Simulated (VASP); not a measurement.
Crystal: GaN.

```
Ga N
1.0
     0.00000    2.16123    2.06009
     2.16123    0.00000    2.06009
     2.16123    2.16123    0.00000
Ga N
1 1
Cartesian
  0.0000 0.0000 0.0000
  2.1612 2.1612 2.0601
```

This cell differs from its parent crystal: epitaxial xy strain +2.5%.

Base run:

- Program: VASP 6.6.1
- Functional: r2SCAN
- Potentials or basis: VASP PAW PBE potentials, release 64 (Ga_d, N)
- Cutoff: 520 eV
- k mesh: 10 × 10 × 10
- Occupations: gaussian, width 0.01 eV
- Spin: no spin polarisation

Its results: band gap on the k mesh 0.71 eV, indirect (least direct gap 2.94 eV); pressure -4.1 GPa.

Q: The run is repeated on the same cell with these changes: functional from r2SCAN to PBE; occupations from gaussian, width 0.01 eV to fermi-dirac, width 0.02 eV. What comes out?

A: Band gap on the k mesh 0.21 eV, indirect (least direct gap 2.38 eV); pressure 3.7 GPa.

Caveats: the PAW data sets were made with another functional, which shifts forces and pressure a little (some runs).

A k mesh can miss the band edges.
